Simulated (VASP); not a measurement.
# Na (P6_3/mmc) in VASP: further runs

Na is run at these levels: LDA; tasks: single point.

All numbers are computed with VASP 6.6.1; they aren't measurements. Logs are shortened: lines on timing, memory, paths and dates and some standing lists are left out, and cuts for length are marked.

### 1 The cell of the first run

Symmetry: P6_3/mmc, No. 194, hexagonal system. The conventional cell has a = 3.713 Å, b = 3.713 Å, c = 6.063 Å, α = 90.00°, β = 90.00°, γ = 120.00°. Na (site symmetry -6m2) has 12 Na at 3.71 Å within 4.9 Å.

This isn't the form of Na at room conditions, which is bcc.

### 2 Single point, LDA (36.20 Å³/atom)

File INCAR:

```
  PREC = Accurate
  ENCUT = 520
  EDIFF = 1E-6
  ISMEAR = -1
  SIGMA = 0.1
  LREAL = F
  LASPH = T
  NELM = 80
  ALGO = Normal
  ISIF = 2
  LWAVE = F
  LCHARG = T
  LELF = T
  LVHAR = T
  NBANDS = 14
```

File KPOINTS:

```
Automatic mesh
0
Gamma
  11 11 6
```

File POSCAR:

```
Na
1.0
    3.7132935279      0.0000000000      0.0000000000
   -1.8566467640      3.2158065269      0.0000000000
    0.0000000000      0.0000000000      6.0627157759
Na
2
Direct
    0.3333333333      0.6666666667      0.2500000000
    0.6666666667      0.3333333333      0.7500000000
```

Potentials or basis: VASP PAW LDA potentials, release 64 (Na_pv).

Launch:

```
$ cat potpaw_LDA.64/Na_pv/POTCAR > POTCAR
$ mpirun -np 1 vasp_std > vasp.out
```

OUTCAR:

```text
PREC = Accurate
   ENCUT = 520
   EDIFF = 1E-6
   ISMEAR = -1
   LREAL = F
   LASPH = T
   NELM = 80
   ISIF = 2

 ion  position               nearest neighbor table
   1  0.333  0.667  0.250-
   2  0.667  0.333  0.750-

  LATTYP: Found a hexagonal cell.
 ALAT       =     3.7132935279
 C/A-ratio  =     1.6327057719

  Lattice vectors:

 A1 = (   3.7132935279,   0.0000000000,   0.0000000000)
 A2 = (  -1.8566467640,   3.2158065269,   0.0000000000)
 A3 = (   0.0000000000,   0.0000000000,   6.0627157759)

Analysis of symmetry for initial positions (statically):
=====================================================================
 Subroutine PRICEL returns:
 Original cell was already a primitive cell.

 Routine SETGRP: Setting up the symmetry group for a
 hexagonal supercell.

 Subroutine GETGRP returns: Found 24 space group operations
 (whereof 12 operations were pure point group operations)
 out of a pool of 24 trial point group operations.

The static configuration has the point symmetry D_3d.
 The point group associated with its full space group is D_6h.

Analysis of symmetry for dynamics (positions and initial velocities):
=====================================================================
 Subroutine PRICEL returns:
 Original cell was already a primitive cell.

 Routine SETGRP: Setting up the symmetry group for a
 hexagonal supercell.

 Subroutine GETGRP returns: Found 24 space group operations
 (whereof 12 operations were pure point group operations)
 out of a pool of 24 trial point group operations.

The dynamic configuration has the point symmetry D_3d.
 The point group associated with its full space group is D_6h.

 Subroutine INISYM returns: Found 24 space group operations
 (whereof 12 operations are pure point group operations),
 and found     1 'primitive' translations

----------------------------------------------------------------------------------------

                                     Primitive cell

  volume of cell :      72.3963

  direct lattice vectors                    reciprocal lattice vectors
     3.713293528  0.000000000  0.000000000     0.269302707  0.155481991  0.000000000
    -1.856646764  3.215806527  0.000000000     0.000000000  0.310963981  0.000000000
     0.000000000  0.000000000  6.062715776     0.000000000  0.000000000  0.164942583

  length of vectors
     3.713293528  3.713293528  6.062715776     0.310963981  0.310963981  0.164942583

  position of ions in fractional coordinates (direct lattice)
     0.333333333  0.666666667  0.250000000
     0.666666667  0.333333333  0.750000000

  ion indices of the primitive-cell ions
   primitive index   ion index
                 1           1
                 2           2

----------------------------------------------------------------------------------------

 KPOINTS: Automatic mesh

Automatic generation of k-mesh.
 Grid dimensions read from file:
 generate k-points for:   11   11    6

 Generating k-lattice:

  Cartesian coordinates                     Fractional coordinates (reciprocal lattice)
     0.024482064  0.014134726  0.000000000     0.090909091  0.000000000  0.000000000
     0.000000000  0.028269453  0.000000000     0.000000000  0.090909091  0.000000000
     0.000000000  0.000000000  0.027490430     0.000000000  0.000000000  0.166666667

  Length of vectors
     0.028269453  0.028269453  0.027490430

  Shift w.r.t. Gamma in fractional coordinates (k-lattice)
     0.000000000  0.000000000  0.000000000

 Subroutine IBZKPT returns following result:
 ===========================================

 Found     64 irreducible k-points:

 Following reciprocal coordinates:
            Coordinates               Weight
  0.000000  0.000000  0.000000      1.000000
  0.090909 -0.000000  0.000000      6.000000
  0.181818 -0.000000  0.000000      6.000000
  0.272727  0.000000  0.000000      6.000000
  0.363636 -0.000000  0.000000      6.000000
  0.454545 -0.000000  0.000000      6.000000
[... 16 lines left out ...]
  0.090909  0.090909  0.166667     12.000000
  0.181818  0.090909  0.166667     24.000000
 [... further k-points ...]
   k-points           NKPTS =     64   k-points in BZ     NKDIM =     64   number of bands    NBANDS=     14
   number of dos      NEDOS =    301   number of ions     NIONS =      2
   total plane-waves  NPLWV =  37632
   dimension x,y,z NGX =    28 NGY =   28 NGZ =   48
   dimension x,y,z NGXF=    56 NGYF=   56 NGZF=   96
   ions per type =               2
   NGX,Y,Z   is equivalent  to a cutoff of  12.54, 12.54, 13.16 a.u.
   NGXF,Y,Z  is equivalent  to a cutoff of  25.07, 25.07, 26.32 a.u.
 SYSTEM =  unknown system
   PREC   = accura    normal or accurate (medium, high low for compatibility)
   ISTART =      0    job   : 0-new  1-cont  2-samecut
   ICHARG =      2    charge: 1-file 2-atom 10-const
   ISPIN  =      1    spin polarized calculation?
   LNONCOLLINEAR =      F non collinear calculations
   LSORBIT =      F    spin-orbit coupling
   LASPH  =      T    aspherical Exc in radial PAW
   ENCUT  =  520.0 eV  38.22 Ry    6.18 a.u.   6.90  6.90 11.27*2*pi/ulx,y,z
   NELM   =     80;   NELMIN=  2; NELMDL= -5     # of ELM steps
   EDIFF  = 0.1E-05   stopping-criterion for ELM
   LREAL  =      F    real-space projection
   EDIFFG = 0.1E-04   stopping-criterion for IOM
   NSW    =      0    number of steps for IOM
   IBRION =     -1    ionic relax: 0-MD 1-quasi-New 2-CG
   NFREE  =      0    steps in history (QN), initial steepest desc. (CG)
   ISIF   =      2    stress and relaxation
   ISYM   =      2    0-nonsym 1-usesym 2-fastsym
   POTIM  = 0.5000    time-step for ionic-motion
   TEBEG  =    0.0;   TEEND  =   0.0 temperature during run
   PSTRESS=    0.0 pullay stress
   NELECT =      14.0000    total number of electrons
   NUPDOWN=      -1.0000    fix difference up-down
   EMIN   =  10.00;   EMAX   =-10.00  energy-range for DOS
   EFERMI =   0.00;   METHOD = LEGACY
   ISMEAR =    -1;   SIGMA  =   0.10  broadening in eV -4-tet -1-fermi 0-gaus
   EFERMI_NEDOS =   21; number of points for ismear=-14 and -15
   IALGO  =     38    algorithm
   IMIX   =      4    mixing-type and parameters
     AMIX     =   0.40;   BMIX     =  1.00
     AMIX_MAG =   1.60;   BMIX_MAG =  1.00
  volume/ion in A,a.u.               =      36.20       244.28
  Fermi-wavevector in a.u.,A,eV,Ry     =   0.946699  1.789002 12.194079  0.896240
  Thomas-Fermi vector in A             =   2.074722
   LORBIT       =      0    0 simple, 1 ext, 2 COOP (PROOUT), +10 PAW based schemes
   GGA     = CA    functional components
   LHFCALC =     F    Hartree Fock is set to
   AEXX    =    0.0000 exact exchange contribution
   IVDW    =     0    specifies the selected vdW correction
   LEPSILON=     F    determine dielectric tensor
   LRPA    =     F    only Hartree local field effects (RPA)
 non-spin polarized calculation
  energy-cutoff  :      520.00
  volume of cell :       72.40
 maximum number of plane-waves:      1961
 NGX is ok and might be reduce to    28
   NGX = 13   NGY = 13   NGZ = 23

 number of electron      13.9999985 magnetization

 Free energy of the ion-electron system (eV)
  ---------------------------------------------------
  ext. energy  EPLUGINS =         0.00000000
  ---------------------------------------------------
  free energy    TOTEN  =        -2.91004069 eV

  energy without entropy =       -2.87522925  energy(sigma->0) =       -2.89263497

 E-fermi :   0.2395     XC(G=0):  -6.7945

 val. band max:        0.2212769930   @ k =   0.1818  -0.0000   0.1667
 cond. band min:       0.2576044859   @ k =   0.2727   0.2727   0.1667
 fundamental gap:      0.0363274929
 Fermi energy:         0.2395141919

 k-point     1 :       0.0000    0.0000    0.0000
  band No.  band energies     occupation
      1     -24.7331      2.00000
      2     -24.7001      2.00000
      3     -24.7001      2.00000
      4     -24.6947      2.00000
      5     -24.6947      2.00000
      6     -24.6942      2.00000
      7      -3.1075      2.00000
      8       0.8099      0.00665
      9       1.1656      0.00019
     10      10.3043      0.00000
     11      10.3043      0.00000
     12      10.6281      0.00000
     13      10.6281      0.00000
     14      10.8446      0.00000

 k-point     2 :       0.0909   -0.0000    0.0000
  band No.  band energies     occupation
      1     -24.7321      2.00000
      2     -24.7024      2.00000
      3     -24.7009      2.00000
      4     -24.6971      2.00000
      5     -24.6951      2.00000
      6     -24.6946      2.00000
      7      -2.9831      2.00000
      8       0.9194      0.00223
      9       1.2871      0.00006
     10       8.4461      0.00000
     11       9.4523      0.00000
     12       9.9019      0.00000
     13      11.6139      0.00000
     14      11.6161      0.00000

 k-point     3 :       0.1818   -0.0000    0.0000
  band No.  band energies     occupation
      1     -24.7291      2.00000
      2     -24.7087      2.00000
      3     -24.7035      2.00000
      4     -24.7028      2.00000
      5     -24.6962      2.00000
      6     -24.6958      2.00000
      7      -2.6118      2.00000
      8       1.2486      0.00008
      9       1.6455      0.00000
     10       6.3929      0.00000
     11       8.6504      0.00000
     12       8.8283      0.00000
     13       9.8332      0.00000
     14      10.9065      0.00000

 k-point     4 :       0.2727    0.0000    0.0000
  band No.  band energies     occupation
      1     -24.7249      2.00000
      2     -24.7170      2.00000
      3     -24.7116      2.00000
      4     -24.7053      2.00000
      5     -24.6978      2.00000
      6     -24.6977      2.00000
      7      -1.9990      2.00000
      8       1.7989      0.00000
      9       2.2096      0.00000
     10       4.5330      0.00000
     11       7.7379      0.00000
     12       7.9351      0.00000
     13       8.0468      0.00000
     14       9.6586      0.00000

 k-point     5 :       0.3636   -0.0000    0.0000
  band No.  band energies     occupation
      1     -24.7247      2.00000
      2     -24.7202      2.00000
      3     -24.7190      2.00000
      4     -24.7075      2.00000
      5     -24.7004      2.00000
      6     -24.6991      2.00000
      7      -1.1533      2.00000
      8       2.4745      0.00000
      9       2.5723      0.00000
     10       3.3812      0.00000
     11       6.2532      0.00000
[... 276 lines left out ...]
 k-point    22 :       0.4545   -0.0000    0.1667
  band No.  band energies     occupation
      1     -24.7307      2.00000
      2     -24.7250      2.00000
      3     -24.7138      2.00000
      4     -24.7082      2.00000
      5     -24.7025      2.00000
      6     -24.7006      2.00000
      7       0.0240      1.79234
      8       1.2842      0.00006
      9       2.6826      0.00000
     10       3.8999      0.00000
     11       5.2554      0.00000
     12       6.3485      0.00000
     13       7.5393      0.00000
     14       8.5999      0.00000

 k-point    23 :       0.0909    0.0909    0.1667
  band No.  band energies     occupation
      1     -24.7281      2.00000
      2     -24.7056      2.00000
      3     -24.7039      2.00000
      4     -24.7011      2.00000
      5     -24.6966      2.00000
      6     -24.6964      2.00000
      7      -2.6184      2.00000
      8       0.1048      1.58737
      9       2.7552      0.00000
     10       7.4033      0.00000
     11       7.7777      0.00000
     12       9.7798      0.00000
     13       9.9812      0.00000
     14      10.4956      0.00000

 k-point    24 :       0.1818    0.0909    0.1667
  band No.  band energies     occupation
      1     -24.7256      2.00000
      2     -24.7119      2.00000
      3     -24.7104      2.00000
      4     -24.7039      2.00000
      5     -24.6985      2.00000
      6     -24.6975      2.00000
      7      -2.1276      2.00000
      8       0.5689      0.07156
      9       3.1853      0.00000
     10       5.6024      0.00000
     11       6.8106      0.00000
     12       8.1521      0.00000
     13       9.2612      0.00000
     14      10.2493      0.00000

 [... further k-points ...]

------------------------ aborting loop because EDIFF is reached ----------------------------------------

  FORCE on cell =-STRESS in cart. coord.  units (eV):
  Direction    XX          YY          ZZ          XY          YZ          ZX
  --------------------------------------------------------------------------------------
  -------------------------------------------------------------------------------------
  Total       -0.2843414     -0.2843414     -0.2121112      0.0000000      0.0000000      0.0000000
  in kB       -6.2926594     -6.2926594     -4.6941582      0.0000000      0.0000000      0.0000000
  external PRESSURE =      -5.7598257 kB  Pullay stress =       0.0000000 kB

 VOLUME and BASIS-vectors are now :
 -----------------------------------------------------------------------------
  energy-cutoff  :      520.00
  volume of cell :       72.40
      direct lattice vectors                 reciprocal lattice vectors
     3.713293528  0.000000000  0.000000000     0.269302707  0.155481991  0.000000000
    -1.856646764  3.215806527  0.000000000     0.000000000  0.310963981  0.000000000
     0.000000000  0.000000000  6.062715776     0.000000000  0.000000000  0.164942583

 POSITION                                       TOTAL-FORCE (eV/Angst)
 -----------------------------------------------------------------------------------
     -0.00000      2.14387      1.51568        -0.000000      0.000000      0.000000
      1.85665      1.07194      4.54704         0.000000     -0.000000      0.000000
 -----------------------------------------------------------------------------------
    total drift:                                0.000000     -0.000000      0.000000

  FREE ENERGIE OF THE ION-ELECTRON SYSTEM (eV)
  ---------------------------------------------------
  free  energy   TOTEN  =        -2.9100406874 eV

  energy  without entropy=       -2.8752292509  energy(sigma->0) =       -2.89263497
```

Run time: 66 s. Hardware: 1 thread of Intel Xeon 8259CL, shared host; peak memory 0.18 GiB.

What came out:

| Property | Result |
| --- | --- |
| Free energy | -2.9100 eV |
| Pressure | -0.6 GPa |
| Band gap on the k mesh | zero (bands 7 and 8 overlap by 4.10 eV) |

Stress tensor (GPa, compression positive):
```
-0.63  0.00  0.00
 0.00 -0.63  0.00
 0.00  0.00 -0.47
```

### 3 Single point, LDA (37.54 Å³/atom)

This run uses another cell than the first one, of 37.54 Å³/atom.

File INCAR:

```
ALGO = Normal
EDIFF = 1E-6
ENCUT = 520
ISIF = 2
ISMEAR = -1
LASPH = T
LCHARG = F
LREAL = F
LWAVE = F
NBANDS = 14
NELM = 60
PREC = Accurate
SIGMA = 0.1
```

File KPOINTS:

```
k-points
0
Gamma
  11 11 6
```

File POSCAR:

```
Na
1.0
    3.7585820587      0.0000000000      0.0000000000
   -1.8792910294      3.2550275451      0.0000000000
    0.0000000000      0.0000000000      6.1366586216
Na
2
Direct
    0.3333333333      0.6666666667      0.2500000000
    0.6666666667      0.3333333333      0.7500000000
```

Potentials or basis: VASP PAW LDA potentials, release 64 (Na_pv).

Launch:

```
$ cat potpaw_LDA.64/Na_pv/POTCAR > POTCAR
$ mpirun -np 1 vasp_std > vasp.out
```

It took 56 s on 1 thread of Intel Xeon 8259CL, shared host; peak memory 0.18 GiB.

It converged, with:

| Quantity | Value |
| --- | --- |
| Free energy | -2.8978 eV |
| Pressure | -0.8 GPa |
| Band gap on the k mesh | zero (bands 7 and 8 overlap by 4.02 eV) |

Stress tensor (GPa, compression positive):
```
-0.85  0.00  0.00
 0.00 -0.85  0.00
 0.00  0.00 -0.70
```

Levels at points of the mesh, in eV from the Fermi level:
| k point | band 4 | band 5 | band 6 | band 7 | band 8 | band 9 | band 10 | band 11 |
| --- | --- | --- | --- | --- | --- | --- | --- | --- |
| (0.00, 0.00, 0.00) | -24.96 | -24.96 | -24.96 | -3.27 | 0.57 | 0.89 | 9.87 | 9.87 |
| (0.00, 0.00, 0.50) | -24.96 | -24.96 | -24.96 | -2.25 | -2.25 | 5.45 | 5.45 | 10.45 |

The gap in the log of VASP goes by the Fermi energy; the results here count the filled bands.